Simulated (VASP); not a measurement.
# Ni (Fm-3m) in VASP: further runs

Runs on Ni. Level: PBE. Tasks: single point.

Everything below comes from runs of VASP 6.6.1. Logs are shortened: lines on timing, memory, paths and dates and some standing lists are left out, and cuts for length are marked.

### Step 1. The cell of the first run

The structure is cubic, space group Fm-3m (No. 225). The conventional cell has a = 3.654 Å, b = 3.654 Å, c = 3.654 Å, α = 90.00°, β = 90.00°, γ = 90.00°. Ni (site symmetry m-3m) has 12 Ni at 2.58 Å within 3.4 Å.

### Step 2. Single point, PBE

The input, INCAR:

```
SYSTEM = Ni
ALGO = Normal
EDIFF = 1E-6
ENCUT = 520
GGA = PE
ISIF = 2
ISMEAR = 0
LASPH = .TRUE.
LCHARG = .TRUE.
LELF = .TRUE.
LREAL = .FALSE.
LVHAR = .TRUE.
LWAVE = .FALSE.
NBANDS = 11
NELM = 100
PREC = Accurate
SIGMA = 0.15
```

The input, KPOINTS:

```
k-points
0
G
  24 24 24
  0 0 0
```

The input, POSCAR:

```
Ni
1.0
    0.0000000000      1.8268605533      1.8268605533
    1.8268605533      0.0000000000      1.8268605533
    1.8268605533      1.8268605533      0.0000000000
Ni
1
Direct
    0.0000000000      0.0000000000      0.0000000000
```

Potentials or basis: VASP PAW PBE potentials, release 64 (Ni).

Launch:

```
$ cat potpaw_PBE.64/Ni/POTCAR > POTCAR
$ mpirun -np 1 vasp_std > vasp.out
```

OUTCAR:

```text
SYSTEM = Ni
   EDIFF = 1E-6
   ENCUT = 520
   GGA = PE
   ISIF = 2
   ISMEAR = 0
   LASPH = .TRUE.
   LREAL = .FALSE.
   NELM = 100
   PREC = Accurate

 ion  position               nearest neighbor table
   1  0.000  0.000  0.000-

  LATTYP: Found a face centered cubic cell.
 ALAT       =     3.6537211066

  Lattice vectors:

 A1 = (   0.0000000000,   1.8268605533,   1.8268605533)
 A2 = (   1.8268605533,   0.0000000000,   1.8268605533)
 A3 = (   1.8268605533,   1.8268605533,   0.0000000000)

Analysis of symmetry for initial positions (statically):
=====================================================================
 Subroutine PRICEL returns:
 Original cell was already a primitive cell.

 Routine SETGRP: Setting up the symmetry group for a
 face centered cubic supercell.

 Subroutine GETGRP returns: Found 48 space group operations
 (whereof 48 operations were pure point group operations)
 out of a pool of 48 trial point group operations.

The static configuration has the point symmetry O_h .

Analysis of symmetry for dynamics (positions and initial velocities):
=====================================================================
 Subroutine PRICEL returns:
 Original cell was already a primitive cell.

 Routine SETGRP: Setting up the symmetry group for a
 face centered cubic supercell.

 Subroutine GETGRP returns: Found 48 space group operations
 (whereof 48 operations were pure point group operations)
 out of a pool of 48 trial point group operations.

The dynamic configuration has the point symmetry O_h .

 Subroutine INISYM returns: Found 48 space group operations
 (whereof 48 operations are pure point group operations),
 and found     1 'primitive' translations

----------------------------------------------------------------------------------------

                                     Primitive cell

  volume of cell :      12.1940

  direct lattice vectors                    reciprocal lattice vectors
     0.000000000  1.826860553  1.826860553    -0.273693577  0.273693577  0.273693577
     1.826860553  0.000000000  1.826860553     0.273693577 -0.273693577  0.273693577
     1.826860553  1.826860553  0.000000000     0.273693577  0.273693577 -0.273693577

  length of vectors
     2.583570971  2.583570971  2.583570971     0.474051182  0.474051182  0.474051182

  position of ions in fractional coordinates (direct lattice)
     0.000000000  0.000000000  0.000000000

  ion indices of the primitive-cell ions
   primitive index   ion index
                 1           1

----------------------------------------------------------------------------------------

 KPOINTS: k-points

Automatic generation of k-mesh.
 Grid dimensions read from file:
 generate k-points for:   24   24   24

 Generating k-lattice:

  Cartesian coordinates                     Fractional coordinates (reciprocal lattice)
    -0.011403899  0.011403899  0.011403899     0.041666667  0.000000000  0.000000000
     0.011403899 -0.011403899  0.011403899     0.000000000  0.041666667  0.000000000
     0.011403899  0.011403899 -0.011403899     0.000000000  0.000000000  0.041666667

  Length of vectors
     0.019752133  0.019752133  0.019752133

  Shift w.r.t. Gamma in fractional coordinates (k-lattice)
     0.000000000  0.000000000  0.000000000

 Subroutine IBZKPT returns following result:
 ===========================================

 Found    413 irreducible k-points:

 Following reciprocal coordinates:
            Coordinates               Weight
  0.000000  0.000000  0.000000      1.000000
  0.041667  0.000000  0.000000      8.000000
  0.083333  0.000000  0.000000      8.000000
  0.125000  0.000000  0.000000      8.000000
  0.166667  0.000000  0.000000      8.000000
  0.208333  0.000000  0.000000      8.000000
[... 16 lines left out ...]
  0.416667  0.041667  0.000000     24.000000
  0.458333  0.041667  0.000000     24.000000
 [... further k-points ...]
   k-points           NKPTS =    413   k-points in BZ     NKDIM =    413   number of bands    NBANDS=     11
   number of dos      NEDOS =    301   number of ions     NIONS =      1
   total plane-waves  NPLWV =   8000
   dimension x,y,z NGX =    20 NGY =   20 NGZ =   20
   dimension x,y,z NGXF=    40 NGYF=   40 NGZF=   40
   ions per type =               1
   NGX,Y,Z   is equivalent  to a cutoff of  12.87, 12.87, 12.87 a.u.
   NGXF,Y,Z  is equivalent  to a cutoff of  25.74, 25.74, 25.74 a.u.
 SYSTEM =  Ni
   PREC   = accura    normal or accurate (medium, high low for compatibility)
   ISTART =      0    job   : 0-new  1-cont  2-samecut
   ICHARG =      2    charge: 1-file 2-atom 10-const
   ISPIN  =      1    spin polarized calculation?
   LNONCOLLINEAR =      F non collinear calculations
   LSORBIT =      F    spin-orbit coupling
   LASPH  =      T    aspherical Exc in radial PAW
   ENCUT  =  520.0 eV  38.22 Ry    6.18 a.u.   4.80  4.80  4.80*2*pi/ulx,y,z
   NELM   =    100;   NELMIN=  2; NELMDL= -5     # of ELM steps
   EDIFF  = 0.1E-05   stopping-criterion for ELM
   LREAL  =      F    real-space projection
   EDIFFG = 0.1E-04   stopping-criterion for IOM
   NSW    =      0    number of steps for IOM
   IBRION =     -1    ionic relax: 0-MD 1-quasi-New 2-CG
   NFREE  =      0    steps in history (QN), initial steepest desc. (CG)
   ISIF   =      2    stress and relaxation
   ISYM   =      2    0-nonsym 1-usesym 2-fastsym
   POTIM  = 0.5000    time-step for ionic-motion
   TEBEG  =    0.0;   TEEND  =   0.0 temperature during run
   PSTRESS=    0.0 pullay stress
   NELECT =      10.0000    total number of electrons
   NUPDOWN=      -1.0000    fix difference up-down
   EMIN   =  10.00;   EMAX   =-10.00  energy-range for DOS
   EFERMI =   0.00;   METHOD = LEGACY
   ISMEAR =     0;   SIGMA  =   0.15  broadening in eV -4-tet -1-fermi 0-gaus
   EFERMI_NEDOS =   21; number of points for ismear=-14 and -15
   IALGO  =     38    algorithm
   IMIX   =      4    mixing-type and parameters
     AMIX     =   0.40;   BMIX     =  1.00
     AMIX_MAG =   1.60;   BMIX_MAG =  1.00
  volume/ion in A,a.u.               =      12.19        82.29
  Fermi-wavevector in a.u.,A,eV,Ry     =   1.532355  2.895731 31.948008  2.348112
  Thomas-Fermi vector in A             =   2.639573
   LORBIT       =      0    0 simple, 1 ext, 2 COOP (PROOUT), +10 PAW based schemes
   GGA     = PE    functional components
   LHFCALC =     F    Hartree Fock is set to
   AEXX    =    0.0000 exact exchange contribution
   IVDW    =     0    specifies the selected vdW correction
   LEPSILON=     F    determine dielectric tensor
   LRPA    =     F    only Hartree local field effects (RPA)
 non-spin polarized calculation
 Gauss-broadening in eV      SIGMA  =   0.15
  energy-cutoff  :      520.00
  volume of cell :       12.19
 maximum number of plane-waves:       342
   NGX =  9   NGY =  9   NGZ =  9

 number of electron      10.0000000 magnetization

 number of electron       9.9999999 magnetization

 Free energy of the ion-electron system (eV)
  ---------------------------------------------------
  ext. energy  EPLUGINS =         0.00000000
  ---------------------------------------------------
  free energy    TOTEN  =        -5.34994880 eV

  energy without entropy =       -5.30623008  energy(sigma->0) =       -5.32808944

 E-fermi :   7.6612     XC(G=0): -12.5937

 val. band max:        7.6606563829   @ k =   0.4583   0.1667   0.0000
 cond. band min:       7.6613254691   @ k =  -0.3750   0.3750   0.1250
 fundamental gap:      0.0006690861
 Fermi energy:         7.6611814639

 k-point     1 :       0.0000    0.0000    0.0000
  band No.  band energies     occupation
      1      -0.4080      2.00000
      2       6.0966      2.00000
      3       6.0966      2.00000
      4       6.0966      2.00000
      5       7.0190      2.00000
      6       7.0190      2.00000
      7      30.5133      0.00000
      8      33.5874      0.00000
      9      33.5874      0.00000
     10      33.5874      0.00000
     11      36.2918      0.00000

 k-point     2 :       0.0417    0.0000    0.0000
  band No.  band energies     occupation
      1      -0.3453      2.00000
      2       6.0810      2.00000
      3       6.1100      2.00000
      4       6.1100      2.00000
      5       7.0134      2.00000
      6       7.0134      2.00000
      7      30.2880      0.00000
      8      32.6024      0.00000
      9      33.4038      0.00000
     10      33.4038      0.00000
     11      36.5577      0.00000

 k-point     3 :       0.0833    0.0000    0.0000
  band No.  band energies     occupation
      1      -0.1587      2.00000
      2       6.0364      2.00000
      3       6.1472      2.00000
      4       6.1472      2.00000
      5       6.9991      2.00000
      6       6.9991      2.00000
      7      29.2004      0.00000
      8      31.6183      0.00000
      9      32.9957      0.00000
     10      32.9957      0.00000
     11      37.1943      0.00000

 k-point     4 :       0.1250    0.0000    0.0000
  band No.  band energies     occupation
      1       0.1480      2.00000
      2       5.9699      2.00000
      3       6.1990      2.00000
      4       6.1990      2.00000
      5       6.9851      2.00000
      6       6.9851      2.00000
      7      27.3227      0.00000
      8      31.2821      0.00000
      9      32.5387      0.00000
     10      32.5387      0.00000
     11      37.6355      0.00000
[... 239 lines left out ...]
 k-point    22 :       0.3750    0.0417    0.0000
  band No.  band energies     occupation
      1       3.2784      2.00000
      2       6.1138      2.00000
      3       6.1469      2.00000
      4       6.1798      2.00000
      5       7.4517      1.95176
      6       7.4821      1.90866
      7      16.4543      0.00000
      8      29.2385      0.00000
      9      29.6816      0.00000
     10      31.4612      0.00000
     11      34.3376      0.00000

 k-point    23 :       0.4167    0.0417    0.0000
  band No.  band energies     occupation
      1       3.6253      2.00000
      2       6.0809      2.00000
      3       6.1355      2.00000
      4       6.5606      2.00000
      5       7.5709      1.60520
      6       7.6570      1.03170
      7      14.9381      0.00000
      8      29.0099      0.00000
      9      29.7068      0.00000
     10      30.9045      0.00000
     11      34.2061      0.00000

 k-point    24 :       0.4583    0.0417    0.0000
  band No.  band energies     occupation
      1       3.8072      2.00000
      2       6.0492      2.00000
      3       6.1023      2.00000
      4       6.9836      2.00000
      5       7.6266      1.25593
      6       7.9370      0.00932
      7      13.7183      0.00000
      8      28.8284      0.00000
      9      29.8437      0.00000
     10      30.4564      0.00000
     11      34.1987      0.00000

 [... further k-points ...]
[... 5 lines left out ...]
  --------------------------------------------------------------------------------------
  -------------------------------------------------------------------------------------
  Total       -1.3335966     -1.3335966     -1.3335966      0.0000000     -0.0000000      0.0000000
  in kB     -175.2221024   -175.2221024   -175.2221024      0.0000000     -0.0000000      0.0000000
  external PRESSURE =    -175.2221024 kB  Pullay stress =       0.0000000 kB

 VOLUME and BASIS-vectors are now :
 -----------------------------------------------------------------------------
  energy-cutoff  :      520.00
  volume of cell :       12.19
      direct lattice vectors                 reciprocal lattice vectors
     0.000000000  1.826860553  1.826860553    -0.273693577  0.273693577  0.273693577
     1.826860553  0.000000000  1.826860553     0.273693577 -0.273693577  0.273693577
     1.826860553  1.826860553  0.000000000     0.273693577  0.273693577 -0.273693577

 POSITION                                       TOTAL-FORCE (eV/Angst)
 -----------------------------------------------------------------------------------
      0.00000      0.00000      0.00000         0.000000      0.000000      0.000000
 -----------------------------------------------------------------------------------
    total drift:                               -0.000000     -0.000000     -0.000000

  FREE ENERGIE OF THE ION-ELECTRON SYSTEM (eV)
  ---------------------------------------------------
  free  energy   TOTEN  =        -5.3499487963 eV

  energy  without entropy=       -5.3062300811  energy(sigma->0) =       -5.32808944
```

It took 34 s on 1 thread of AMD EPYC 9R45 (Zen 5), shared host; peak memory 0.14 GiB.

Results:

| Property | Result |
| --- | --- |
| Free energy | -5.3499 eV |
| Pressure | -17.5 GPa |
| Band gap on the k mesh | zero (band 5 reaches 7.79 eV, above the bottom of band 6 at 6.99 eV) |

Caveat: the run has no spin polarisation, though such a crystal can be magnetic.

### Step 3. Single point, PBE

This run uses another cell than the first one, of 12.85 Å³/atom, 1.054 times its volume.

The input, INCAR:

```
  ALGO = Fast
  EDIFF = 1E-6
  ENCUT = 520
  GGA = PE
  ISIF = 2
  ISMEAR = 0
  LASPH = T
  LCHARG = F
  LREAL = F
  LWAVE = F
  NBANDS = 11
  NELM = 100
  PREC = Accurate
  SIGMA = 0.15
```

The input, KPOINTS:

```
k-points
0
Gamma
  24 24 24
```

The input, POSCAR:

```
Ni
1.0
    0.0000000000      1.8589052023      1.8589052023
    1.8589052023      0.0000000000      1.8589052023
    1.8589052023      1.8589052023      0.0000000000
Ni
1
Direct
    0.0000000000      0.0000000000      0.0000000000
```

Potentials or basis: VASP PAW PBE potentials, release 64 (Ni).

Launch:

```
$ cat potpaw_PBE.64/Ni/POTCAR > POTCAR
$ mpirun -np 1 vasp_std > vasp.out
```

OUTCAR:

```text
EDIFF = 1E-6
   ENCUT = 520
   GGA = PE
   ISIF = 2
   ISMEAR = 0
   LASPH = T
   LREAL = F
   NELM = 100
   PREC = Accurate

 ion  position               nearest neighbor table
   1  0.000  0.000  0.000-

  LATTYP: Found a face centered cubic cell.
 ALAT       =     3.7178104046

  Lattice vectors:

 A1 = (   0.0000000000,   1.8589052023,   1.8589052023)
 A2 = (   1.8589052023,   0.0000000000,   1.8589052023)
 A3 = (   1.8589052023,   1.8589052023,   0.0000000000)

Analysis of symmetry for initial positions (statically):
=====================================================================
 Subroutine PRICEL returns:
 Original cell was already a primitive cell.

 Routine SETGRP: Setting up the symmetry group for a
 face centered cubic supercell.

 Subroutine GETGRP returns: Found 48 space group operations
 (whereof 48 operations were pure point group operations)
 out of a pool of 48 trial point group operations.

The static configuration has the point symmetry O_h .

Analysis of symmetry for dynamics (positions and initial velocities):
=====================================================================
[... 160 lines left out ...]
 cond. band min:       7.0242774846   @ k =   0.3750   0.1667   0.0417
 fundamental gap:      0.0022503392
 Fermi energy:         7.0237423918

 k-point     1 :       0.0000    0.0000    0.0000
  band No.  band energies     occupation
      1      -0.7132      2.00000
      2       5.5743      2.00000
      3       5.5743      2.00000
      4       5.5743      2.00000
      5       6.4269      2.00000
      6       6.4269      2.00000
      7      29.4255      0.00000
      8      32.1191      0.00000
      9      32.1191      0.00000
     10      32.1191      0.00000
     11      34.7361      0.00000
[... 309 lines left out ...]
 k-point    24 :       0.4583    0.0417    0.0000
  band No.  band energies     occupation
      1       3.4128      2.00000
      2       5.5328      2.00000
      3       5.5814      2.00000
      4       6.4280      2.00000
      5       6.9885      1.25998
      6       7.3104      0.00689
      7      12.7633      0.00000
      8      27.7449      0.00000
      9      28.4146      0.00000
     10      28.9851      0.00000
     11      32.7670      0.00000

 [... further k-points ...]
[... 5 lines left out ...]
  --------------------------------------------------------------------------------------
  -------------------------------------------------------------------------------------
  Total       -1.8161093     -1.8161093     -1.8161093      0.0000000      0.0000000      0.0000000
  in kB     -226.4909405   -226.4909405   -226.4909405      0.0000000      0.0000000      0.0000000
  external PRESSURE =    -226.4909405 kB  Pullay stress =       0.0000000 kB

 VOLUME and BASIS-vectors are now :
 -----------------------------------------------------------------------------
  energy-cutoff  :      520.00
  volume of cell :       12.85
      direct lattice vectors                 reciprocal lattice vectors
     0.000000000  1.858905202  1.858905202    -0.268975524  0.268975524  0.268975524
     1.858905202  0.000000000  1.858905202     0.268975524 -0.268975524  0.268975524
     1.858905202  1.858905202  0.000000000     0.268975524  0.268975524 -0.268975524

 POSITION                                       TOTAL-FORCE (eV/Angst)
 -----------------------------------------------------------------------------------
      0.00000      0.00000      0.00000        -0.000000      0.000000      0.000000
 -----------------------------------------------------------------------------------
    total drift:                               -0.000000     -0.000000     -0.000000

  FREE ENERGIE OF THE ION-ELECTRON SYSTEM (eV)
  ---------------------------------------------------
  free  energy   TOTEN  =        -5.2682869782 eV

  energy  without entropy=       -5.2227230420  energy(sigma->0) =       -5.24550501
```

OSZICAR:

```text
N       E                     dE             d eps       ncg     rms          rms(c)
DAV:   1     0.295065088054E+02    0.29507E+02   -0.49520E+03  9282   0.119E+03
DAV:   2    -0.526909105860E+01   -0.34776E+02   -0.32947E+02  9401   0.168E+02
DAV:   3    -0.626105041630E+01   -0.99196E+00   -0.97263E+00 10215   0.331E+01
DAV:   4    -0.627002087222E+01   -0.89705E-02   -0.89657E-02 10136   0.282E+00
DAV:   5    -0.627023052611E+01   -0.20965E-03   -0.20965E-03 10299   0.414E-01    0.864E+00
RMM:   6    -0.583775076173E+01    0.43248E+00   -0.42164E+00 11002   0.298E+01    0.804E+00
RMM:   7    -0.528270167857E+01    0.55505E+00   -0.83459E-01 10801   0.133E+01    0.143E+00
RMM:   8    -0.526995630655E+01    0.12745E-01   -0.65247E-03 13000   0.828E-01    0.338E-01
RMM:   9    -0.526857946435E+01    0.13768E-02   -0.33619E-03 11657   0.880E-01    0.184E-01
RMM:  10    -0.526830394198E+01    0.27552E-03   -0.55031E-04 12715   0.293E-01    0.703E-02
RMM:  11    -0.526828524978E+01    0.18692E-04   -0.12517E-04 13078   0.119E-01    0.981E-03
RMM:  12    -0.526828619183E+01   -0.94205E-06   -0.18193E-05 12523   0.376E-02    0.498E-03
RMM:  13    -0.526828697816E+01   -0.78633E-06   -0.35834E-06  8516   0.158E-02
   1 F= -.52682870E+01 E0= -.52455050E+01  d E =-.455639E-01
```

It took 38 s on 1 thread of AMD EPYC 9R45 (Zen 5), shared host; peak memory 0.14 GiB.

What came out:

* Free energy: -5.2683 eV
* Pressure: -22.6 GPa
* Band gap on the k mesh: zero (band 5 reaches 7.14 eV, above the bottom of band 6 at 6.40 eV)

Caveat: the run has no spin polarisation, though such a crystal can be magnetic.

### Step 4. Single point, PBE, collinear spin, ferromagnetic start

This run uses another cell than the first one, of 8.93 Å³/atom, 0.732 times its volume.

The input, INCAR:

```
ALGO     = Normal         # electronic algorithm
EDIFF    = 1E-7           # SCF threshold, eV
ENCUT    = 520            # plane-wave cutoff, eV
GGA      = PE             # functional
ISIF     = 2              # what is computed and relaxed
ISMEAR   = 0              # smearing method
ISPIN    = 2              # spin polarisation
LASPH    = True           # aspherical terms in the spheres
LCHARG   = False          # write CHGCAR
LMAXMIX  = 4              # l up to which the mixer works
LORBIT   = 11             # projections on sites
LREAL    = False          # projectors in reciprocal space
LWAVE    = False          # write WAVECAR
MAGMOM   = 0.5            # initial moments
NBANDS   = 15             # bands
NELM     = 150            # most SCF steps
NUPDOWN  = 0.5            # fixed moment
PREC     = Accurate       # precision mode
SIGMA    = 0.15           # smearing width, eV
```

KPOINTS is that of step 3.

The input, POSCAR:

```
Ni
1.0
    0.0000000000      1.6465492621      1.6465492621
    1.6465492621      0.0000000000      1.6465492621
    1.6465492621      1.6465492621      0.0000000000
Ni
1
Direct
    0.0000000000      0.0000000000      0.0000000000
```

Launch:

```
$ cat potpaw_PBE.64/Ni/POTCAR > POTCAR
$ mpirun -np 1 vasp_std > vasp.out
```

Run time: 85 s. Hardware: 1 thread of AMD EPYC 9R45 (Zen 5), shared host; peak memory 0.16 GiB.

The run converged. Its results:

* Free energy: -5.1595 eV
* Pressure: 62.7 GPa
* Net moment: 0.50 μB per cell
* Site moments: Ni +0.49 μB
* Valence electrons inside the program's atomic spheres: Ni 9.74

Caveat: the total moment is fixed, so each spin has its own Fermi level.

(Continued in part 2 of 2.)
